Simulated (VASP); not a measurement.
# BaO (sol) (I4/mmm) in VASP: a series of runs

BaO (sol) is run at these levels: PBEsol; tasks: single point, relaxation of the atoms.

All numbers are computed with VASP 6.6.1; they aren't measurements. Logs are shortened: lines on timing, memory, paths and dates and some standing lists are left out, and cuts for length are marked.

### 1 The cell of the first run

The structure is tetragonal, space group I4/mmm (No. 139). The conventional cell has a = 3.867 Å, b = 3.867 Å, c = 5.572 Å, α = 90.00°, β = 90.00°, γ = 90.00°. Within 3.6 Å of Ba (site symmetry 4/mmm) lie 6 O at 2.73 to 2.79 Å. Within 3.6 Å of O (site symmetry 4/mmm) lie 6 Ba at 2.73 to 2.79 Å.

### 2 Single point, PBEsol

Contents of INCAR:

```
SYSTEM = BaO
  ALGO = Normal
  EDIFF = 1E-6
  ENCUT = 600
  GGA = PS
  GGA_COMPAT = .FALSE.
  ISIF = 2
  ISMEAR = 0
  LASPH = .TRUE.
  LCHARG = .TRUE.
  LELF = .TRUE.
  LREAL = .FALSE.
  LVHAR = .TRUE.
  LWAVE = .FALSE.
  NBANDS = 15
  NELM = 120
  PREC = Accurate
  SIGMA = 0.01
```

Contents of KPOINTS:

```
k-points
0
G
  8 8 8
  0 0 0
```

Contents of POSCAR:

```
BaO
1.0
    0.0000000000      2.7344002323      2.7862384498
    2.7344002323      0.0000000000      2.7862384498
    2.7344002323      2.7344002323      0.0000000000
Ba O
1 1
Direct
    0.0000000000      0.0000000000      0.0000000000
    0.5000000000      0.5000000000      0.5000000000
```

Potentials or basis: VASP PAW PBE potentials, release 64 (Ba_sv, O).

Run with:

```
cat potpaw_PBE.64/Ba_sv/POTCAR potpaw_PBE.64/O/POTCAR > POTCAR
mpirun -np 1 vasp_std > vasp.out
```

OUTCAR:

```text
SYSTEM = BaO
   EDIFF = 1E-6
   ENCUT = 600
   GGA = PS
   ISIF = 2
   ISMEAR = 0
   LASPH = .TRUE.
   LREAL = .FALSE.
   NELM = 120
   PREC = Accurate

 ion  position               nearest neighbor table
   1  0.000  0.000  0.000-   2 2.73   2 2.73   2 2.73   2 2.73   2 2.79   2 2.79
   2  0.500  0.500  0.500-   1 2.73   1 2.73   1 2.73   1 2.73   1 2.79   1 2.79

  LATTYP: Found a body centered tetragonal cell.
 ALAT       =     3.8670258935
 C/A-ratio  =     1.4410239427

  Lattice vectors:

 A1 = (  -2.7344002323,   0.0000000000,   2.7862384498)
 A2 = (   2.7344002323,   0.0000000000,   2.7862384498)
 A3 = (   0.0000000000,   2.7344002323,  -2.7862384498)

Analysis of symmetry for initial positions (statically):
=====================================================================
 Subroutine PRICEL returns:
 Original cell was already a primitive cell.

 Routine SETGRP: Setting up the symmetry group for a
 body centered tetragonal supercell.

 Subroutine GETGRP returns: Found 16 space group operations
 (whereof 16 operations were pure point group operations)
 out of a pool of 16 trial point group operations.

The static configuration has the point symmetry D_4h.

Analysis of symmetry for dynamics (positions and initial velocities):
=====================================================================
 Subroutine PRICEL returns:
 Original cell was already a primitive cell.

 Routine SETGRP: Setting up the symmetry group for a
 body centered tetragonal supercell.

 Subroutine GETGRP returns: Found 16 space group operations
 (whereof 16 operations were pure point group operations)
 out of a pool of 16 trial point group operations.

The dynamic configuration has the point symmetry D_4h.

 Subroutine INISYM returns: Found 16 space group operations
 (whereof 16 operations are pure point group operations),
 and found     1 'primitive' translations

----------------------------------------------------------------------------------------

                                     Primitive cell

  volume of cell :      41.6651

  direct lattice vectors                    reciprocal lattice vectors
     0.000000000  2.734400232  2.786238450    -0.182855456  0.182855456  0.179453413
     2.734400232  0.000000000  2.786238450     0.182855456 -0.182855456  0.179453413
     2.734400232  2.734400232  0.000000000     0.182855456  0.182855456 -0.179453413

  length of vectors
     3.903853139  3.903853139  3.867025893     0.314763026  0.314763026  0.314763026

  position of ions in fractional coordinates (direct lattice)
     0.000000000  0.000000000  0.000000000
     0.500000000  0.500000000  0.500000000

  ion indices of the primitive-cell ions
   primitive index   ion index
                 1           1
                 2           2

----------------------------------------------------------------------------------------

 KPOINTS: k-points

Automatic generation of k-mesh.
 Grid dimensions read from file:
 generate k-points for:    8    8    8

 Generating k-lattice:

  Cartesian coordinates                     Fractional coordinates (reciprocal lattice)
    -0.022856932  0.022856932  0.022431677     0.125000000  0.000000000  0.000000000
     0.022856932 -0.022856932  0.022431677     0.000000000  0.125000000  0.000000000
     0.022856932  0.022856932 -0.022431677    -0.000000000 -0.000000000  0.125000000

  Length of vectors
     0.039345378  0.039345378  0.039345378

  Shift w.r.t. Gamma in fractional coordinates (k-lattice)
     0.000000000  0.000000000  0.000000000

 Subroutine IBZKPT returns following result:
 ===========================================

 Found     59 irreducible k-points:

 Following reciprocal coordinates:
            Coordinates               Weight
  0.000000  0.000000  0.000000      1.000000
  0.125000  0.000000  0.000000      8.000000
  0.250000  0.000000  0.000000      8.000000
  0.375000  0.000000  0.000000      8.000000
  0.500000  0.000000  0.000000      4.000000
  0.125000  0.125000  0.000000      2.000000
[... 16 lines left out ...]
  0.250000  0.000000  0.125000     16.000000
  0.375000  0.000000  0.125000     16.000000
 [... further k-points ...]
   k-points           NKPTS =     59   k-points in BZ     NKDIM =     59   number of bands    NBANDS=     15
   number of dos      NEDOS =    301   number of ions     NIONS =      2
   total plane-waves  NPLWV =  32768
   dimension x,y,z NGX =    32 NGY =   32 NGZ =   32
   dimension x,y,z NGXF=    64 NGYF=   64 NGZF=   64
   ions per type =               1   1
   NGX,Y,Z   is equivalent  to a cutoff of  13.63, 13.63, 13.76 a.u.
   NGXF,Y,Z  is equivalent  to a cutoff of  27.25, 27.25, 27.51 a.u.
 SYSTEM =  BaO
   PREC   = accura    normal or accurate (medium, high low for compatibility)
   ISTART =      0    job   : 0-new  1-cont  2-samecut
   ICHARG =      2    charge: 1-file 2-atom 10-const
   ISPIN  =      1    spin polarized calculation?
[... 64 lines left out ...]
      3      -8.4547      2.00000
      4      -8.4499      2.00000
      5      -8.4499      2.00000
      6       1.3758      2.00000
      7       1.4716      2.00000
      8       1.4716      2.00000
      9       5.2802      0.00000
     10       6.3710      0.00000
     11       6.5124      0.00000
     12       6.5124      0.00000
     13       8.6775      0.00000
     14       8.9402      0.00000
     15      11.6126      0.00000

 k-point     2 :       0.1250    0.0000    0.0000
  band No.  band energies     occupation
      1     -23.9614      2.00000
      2     -13.2615      2.00000
      3      -8.4943      2.00000
      4      -8.4709      2.00000
      5      -8.4650      2.00000
      6       1.0737      2.00000
      7       1.2129      2.00000
      8       1.2542      2.00000
      9       5.9336      0.00000
     10       6.3305      0.00000
     11       6.7291      0.00000
     12       6.8059      0.00000
     13       9.0922      0.00000
     14       9.3607      0.00000
     15      12.6121      0.00000

 k-point     3 :       0.2500    0.0000    0.0000
  band No.  band energies     occupation
      1     -23.8623      2.00000
      2     -13.5434      2.00000
      3      -8.5862      2.00000
      4      -8.5173      2.00000
      5      -8.5004      2.00000
      6       0.4258      2.00000
      7       0.7672      2.00000
      8       0.7929      2.00000
      9       6.2237      0.00000
     10       7.5379      0.00000
     11       7.5761      0.00000
     12       7.6049      0.00000
     13      10.1227      0.00000
     14      10.3924      0.00000
     15      14.7688      0.00000

 k-point     4 :       0.3750    0.0000    0.0000
  band No.  band energies     occupation
      1     -23.7592      2.00000
      2     -13.8263      2.00000
      3      -8.6701      2.00000
      4      -8.5610      2.00000
      5      -8.5344      2.00000
      6      -0.0982      2.00000
      7       0.3903      2.00000
      8       0.3952      2.00000
      9       6.5138      0.00000
     10       8.5458      0.00000
     11       8.5881      0.00000
     12       9.2055      0.00000
     13      11.4374      0.00000
     14      11.6691      0.00000
     15      15.7561      0.00000
[... 307 lines left out ...]
 k-point    22 :       0.1250    0.0000    0.1250
  band No.  band energies     occupation
      1     -23.9473      2.00000
      2     -13.2887      2.00000
      3      -8.5563      2.00000
      4      -8.5503      2.00000
      5      -8.3900      2.00000
      6       0.7319      2.00000
      7       1.3448      2.00000
      8       1.4495      2.00000
      9       5.8015      0.00000
     10       5.9482      0.00000
     11       7.0498      0.00000
     12       7.1759      0.00000
     13       8.9670      0.00000
     14       9.7587      0.00000
     15      12.9170      0.00000

 k-point    23 :       0.2500    0.0000    0.1250
  band No.  band energies     occupation
      1     -23.8679      2.00000
      2     -13.4746      2.00000
      3      -8.6570      2.00000
      4      -8.6434      2.00000
      5      -8.4636      2.00000
      6       0.3460      2.00000
      7       1.0964      2.00000
      8       1.2211      2.00000
      9       5.5278      0.00000
     10       6.8453      0.00000
     11       7.8619      0.00000
     12       7.9698      0.00000
     13       9.6185      0.00000
     14      10.5943      0.00000
     15      14.6707      0.00000

 k-point    24 :       0.3750    0.0000    0.1250
  band No.  band energies     occupation
      1     -23.7666      2.00000
      2     -13.7151      2.00000
      3      -8.7436      2.00000
      4      -8.6853      2.00000
      5      -8.6359      2.00000
      6       0.1663      2.00000
      7       0.6156      2.00000
      8       0.8025      2.00000
      9       5.8872      0.00000
     10       7.8157      0.00000
     11       8.8464      0.00000
     12       9.1226      0.00000
     13      10.9695      0.00000
     14      11.4971      0.00000
     15      15.9808      0.00000

 [... further k-points ...]

------------------------ aborting loop because EDIFF is reached ----------------------------------------

  FORCE on cell =-STRESS in cart. coord.  units (eV):
  Direction    XX          YY          ZZ          XY          YZ          ZX
  --------------------------------------------------------------------------------------
  -------------------------------------------------------------------------------------
  Total        0.5039671      0.5039671     -0.0024244      0.0000000     -0.0000000     -0.0000000
  in kB       19.3794003     19.3794003     -0.0932282      0.0000000     -0.0000000     -0.0000000
  external PRESSURE =      12.8885241 kB  Pullay stress =       0.0000000 kB

 VOLUME and BASIS-vectors are now :
 -----------------------------------------------------------------------------
  energy-cutoff  :      600.00
  volume of cell :       41.67
      direct lattice vectors                 reciprocal lattice vectors
     0.000000000  2.734400232  2.786238450    -0.182855456  0.182855456  0.179453413
     2.734400232  0.000000000  2.786238450     0.182855456 -0.182855456  0.179453413
     2.734400232  2.734400232  0.000000000     0.182855456  0.182855456 -0.179453413

 POSITION                                       TOTAL-FORCE (eV/Angst)
 -----------------------------------------------------------------------------------
      0.00000      0.00000      0.00000        -0.000000      0.000000      0.000000
      2.73440      2.73440      2.78624         0.000000      0.000000     -0.000000
 -----------------------------------------------------------------------------------
    total drift:                                0.000000     -0.000000      0.000000

  FREE ENERGIE OF THE ION-ELECTRON SYSTEM (eV)
  ---------------------------------------------------
  free  energy   TOTEN  =       -12.3948606191 eV

  energy  without entropy=      -12.3948606191  energy(sigma->0) =      -12.39486062
```

It took 51 s on 1 thread of Intel Xeon 8259CL, shared host; peak memory 0.2 GiB.

What came out:

| Property | Result |
| --- | --- |
| Free energy | -12.3949 eV |
| Pressure | 1.3 GPa |
| Band gap on the k mesh | 1.74 eV, direct |

Levels at points of the mesh, in eV from the valence-band top:
```csv
k point,band 5,band 6,band 7,band 8,band 9,band 10,band 11,band 12
"(0.00, 0.00, 0.00)",-10.34,-0.51,-0.42,-0.42,3.39,4.48,4.62,4.62
"(0.50, 0.00, 0.00)",-10.44,-2.18,-1.64,-1.64,4.83,7.13,7.19,8.06
"(0.50, 0.50, 0.00)",-10.94,-0.21,-0.21,-0.12,1.79,5.95,8.96,9.28
"(0.50, 0.00, 0.50)",-10.96,-0.31,-0.18,0.00,1.74,5.96,8.94,9.29
```

Caveat: the PAW data sets were made with another functional, which shifts forces and pressure a little; spin-orbit coupling is left out, which moves the levels of the heavy elements. A k mesh can miss the band edges.

### 3 Single point, PBEsol

Contents of INCAR:

```
ALGO     = Normal         # electronic algorithm
EDIFF    = 1E-6           # SCF threshold, eV
ENCUT    = 600            # plane-wave cutoff, eV
GGA      = PS             # functional
GGA_COMPAT= False        
ISIF     = 2              # what is computed and relaxed
ISMEAR   = 0              # smearing method
LASPH    = True           # aspherical terms in the spheres
LCHARG   = False          # write CHGCAR
LREAL    = False          # projectors in reciprocal space
LWAVE    = False          # write WAVECAR
NBANDS   = 15             # bands
NELM     = 120            # most SCF steps
PREC     = Accurate       # precision mode
SIGMA    = 0.01           # smearing width, eV
```

Contents of KPOINTS:

```
k-points
0
Gamma
  8 8 8
```

POSCAR is that of step 2.

Potentials or basis: VASP PAW PBE potentials, release 64 (Ba_sv, O).

Run with:

```
cat potpaw_PBE.64/Ba_sv/POTCAR potpaw_PBE.64/O/POTCAR > POTCAR
mpirun -np 1 vasp_std > vasp.out
```

Wall time 53 s (1 thread of Intel Xeon 8259CL, shared host); peak memory 0.21 GiB.

The run converged. Its results:

```yaml
Free_energy: -12.3949 eV
Pressure: 1.3 GPa
Band_gap_on_the_k_mesh: 1.74 eV, direct
```

Stress tensor (GPa, compression positive):
```
 1.94  0.00  0.00
 0.00  1.94  0.00
 0.00  0.00 -0.01
```

Levels at points of the mesh, in eV from the valence-band top:
| k point | band 5 | band 6 | band 7 | band 8 | band 9 | band 10 | band 11 | band 12 |
| --- | --- | --- | --- | --- | --- | --- | --- | --- |
| (0.00, 0.00, 0.00) | -10.34 | -0.51 | -0.42 | -0.42 | 3.39 | 4.48 | 4.62 | 4.62 |
| (0.50, 0.00, 0.00) | -10.44 | -2.18 | -1.64 | -1.64 | 4.83 | 7.13 | 7.19 | 8.06 |
| (0.50, 0.50, 0.00) | -10.94 | -0.21 | -0.21 | -0.12 | 1.79 | 5.95 | 8.96 | 9.28 |
| (0.50, 0.00, 0.50) | -10.96 | -0.31 | -0.18 | 0.00 | 1.74 | 5.96 | 8.94 | 9.29 |

Caveat: the PAW data sets were made with another functional, which shifts forces and pressure a little; spin-orbit coupling is left out, which moves the levels of the heavy elements. As with any semilocal functional, this PBEsol gap is likely too small.

### 4 Relaxation of the atoms, PBEsol (strained cell)

Contents of INCAR:

```
PREC = Accurate
ENCUT = 520
EDIFF = 1E-7
ISMEAR = 0
SIGMA = 0.02
LREAL = F
LASPH = T
NELM = 120
ALGO = Normal
ISIF = 2
LWAVE = F
LCHARG = F
GGA = PS
IBRION = 2
NSW = 60
EDIFFG = -0.002
GGA_COMPAT = F
NELMIN = 4
```

Contents of KPOINTS:

```
Automatic mesh
0
Gamma
  8 8 8
```

Contents of POSCAR:

```
BaO
1.0
    0.0000000000      2.7347685277      2.7862384498
    2.7347685277      0.0000000000      2.7862384498
    2.7347685277      2.7347685277      0.0000000000
Ba O
1 1
Direct
    0.0000000000      0.0000000000      0.0000000000
    0.5000000000      0.5000000000      0.5000000000
```

Run with:

```
cat potpaw_PBE.64/Ba_sv/POTCAR potpaw_PBE.64/O/POTCAR > POTCAR
mpirun -np 1 vasp_std > vasp.out
```

Run time: 58 s. Hardware: 1 thread of Intel Xeon 8259CL, shared host; peak memory 0.19 GiB.

Results (log left out):

* Free energy: -12.3935 eV
* Pressure after relaxing: 1.4 GPa
* Band gap on the k mesh: 1.74 eV, direct

Stress tensor (GPa, compression positive):
```
2.00 0.00 0.00
0.00 2.00 0.00
0.00 0.00 0.06
```

Final structure:
```xyz
2
Lattice="0.0000 2.7348 2.7862 2.7348 0.0000 2.7862 2.7348 2.7348 0.0000" Properties=species:S:1:pos:R:3 pbc="T T T"
Ba    0.0000    0.0000    0.0000
O     2.7348    2.7348    2.7862
```

Levels at points of the mesh, in eV from the valence-band top:
| k point | band 4 | band 5 | band 6 | band 7 | band 8 | band 9 | band 10 | band 11 | band 12 |
| --- | --- | --- | --- | --- | --- | --- | --- | --- | --- |
| (0.00, 0.00, 0.00) | -10.34 | -10.34 | -0.51 | -0.42 | -0.42 | 3.39 | 4.48 | 4.62 | 4.62 |
| (0.50, 0.00, 0.00) | -10.47 | -10.44 | -2.18 | -1.64 | -1.64 | 4.83 | 7.13 | 7.18 | 8.06 |
| (0.50, 0.50, 0.00) | -10.94 | -10.94 | -0.21 | -0.21 | -0.12 | 1.79 | 5.95 | 8.96 | 9.27 |
| (0.50, 0.00, 0.50) | -11.02 | -10.96 | -0.31 | -0.18 | 0.00 | 1.74 | 5.96 | 8.94 | 9.29 |

Caveat: the cell differs from its parent crystal (strained cell); the relaxation stopped at its first step, so nothing moved; the PAW data sets were made with another functional, which shifts forces and pressure a little; spin-orbit coupling is left out, which moves the levels of the heavy elements. A k mesh can miss the band edges.

### 5 Relaxation of the atoms, PBEsol (strained cell)

Contents of INCAR:

```
SYSTEM = BaO
ALGO     = Normal         ! electronic algorithm
EDIFF    = 1E-7           ! SCF threshold, eV
EDIFFG   = -0.002         ! ionic threshold
ENCUT    = 520            ! plane-wave cutoff, eV
GGA      = PS             ! functional
GGA_COMPAT= .FALSE.      
IBRION   = 2              ! ionic algorithm
ISIF     = 2              ! what is computed and relaxed
ISMEAR   = 0              ! smearing method
LASPH    = .TRUE.         ! aspherical terms in the spheres
LCHARG   = .FALSE.        ! write CHGCAR
LREAL    = .FALSE.        ! projectors in reciprocal space
LWAVE    = .FALSE.        ! write WAVECAR
NELM     = 120            ! most SCF steps
NELMIN   = 4            
NSW      = 60             ! ionic steps
PREC     = Accurate       ! precision mode
SIGMA    = 0.02           ! smearing width, eV
```

Contents of KPOINTS:

```
k-points
0
G
  8 8 8
  0 0 0
```

Contents of POSCAR:

```
BaO
1.0
    0.0000000000      2.7344002323      2.7862384498
    2.7344002323      0.0000000000      2.7862384498
    2.7344002323      2.7344002323      0.0000000000
Ba O
1 1
Direct
    0.0000000000      0.0000000000      0.0000000000
    0.5000000000      0.5000000000      0.5000000000
```

Run with:

```
cat potpaw_PBE.64/Ba_sv/POTCAR potpaw_PBE.64/O/POTCAR > POTCAR
mpirun -np 1 vasp_std > vasp.out
```

Run time: 61 s. Hardware: 1 thread of Intel Xeon 8259CL, shared host; peak memory 0.19 GiB.

The run converged. Its results:

* Free energy: -12.3934 eV
* Pressure after relaxing: 1.4 GPa
* Band gap on the k mesh: 1.74 eV, direct

Stress tensor (GPa, compression positive):
```
2.03 0.00 0.00
0.00 2.03 0.00
0.00 0.00 0.08
```

Final structure:
```xyz
2
Lattice="0.0000 2.7344 2.7862 2.7344 0.0000 2.7862 2.7344 2.7344 0.0000" Properties=species:S:1:pos:R:3 pbc="T T T"
Ba    0.0000    0.0000    0.0000
O     2.7344    2.7344    2.7862
```

Levels at points of the mesh, in eV from the valence-band top:
| k point | band 5 | band 6 | band 7 | band 8 | band 9 | band 10 | band 11 | band 12 |
| --- | --- | --- | --- | --- | --- | --- | --- | --- |
| (0.00, 0.00, 0.00) | -10.34 | -0.51 | -0.42 | -0.42 | 3.39 | 4.48 | 4.62 | 4.62 |
| (0.50, 0.00, 0.00) | -10.44 | -2.18 | -1.64 | -1.64 | 4.83 | 7.13 | 7.19 | 8.06 |
| (0.50, 0.50, 0.00) | -10.94 | -0.21 | -0.21 | -0.12 | 1.79 | 5.95 | 8.96 | 9.28 |
| (0.50, 0.00, 0.50) | -10.96 | -0.31 | -0.18 | 0.00 | 1.74 | 5.96 | 8.94 | 9.29 |

Caveat: the cell differs from its parent crystal (strained cell); the relaxation stopped at its first step, so nothing moved; the PAW data sets were made with another functional, which shifts forces and pressure a little; spin-orbit coupling is left out, which moves the levels of the heavy elements.

### 6 Overview

```csv
task,cell,cutoff (eV),smearing,gap on the mesh (eV),pressure (GPa)
single point,"a = 3.904, b = 3.904, c = 3.867 Å, angles 60.3, 60.3, 59.4°, 2 atoms",600,gaussian 0.01 eV,1.74,1.3
relaxation of the atoms,"atoms relaxed from a = 3.904, b = 3.904, c = 3.868 Å, angles 60.3, 60.3, 59.4°, 2 atoms",520,gaussian 0.02 eV,1.74,1.4
relaxation of the atoms,"atoms relaxed from a = 3.904, b = 3.904, c = 3.867 Å, angles 60.3, 60.3, 59.4°, 2 atoms",520,gaussian 0.02 eV,1.74,1.4
```

Alike in all rows: level PBEsol; potentials or basis VASP PAW PBE potentials, release 64 (Ba_sv, O); no spin polarisation; k mesh 8 × 8 × 8.

Caveats: the PAW data sets were made with another functional, which shifts forces and pressure a little; spin-orbit coupling is left out, which moves the levels of the heavy elements; the relaxation stopped at its first step, so nothing moved (some runs).

Absolute energies hang on the potentials; compare differences alone.
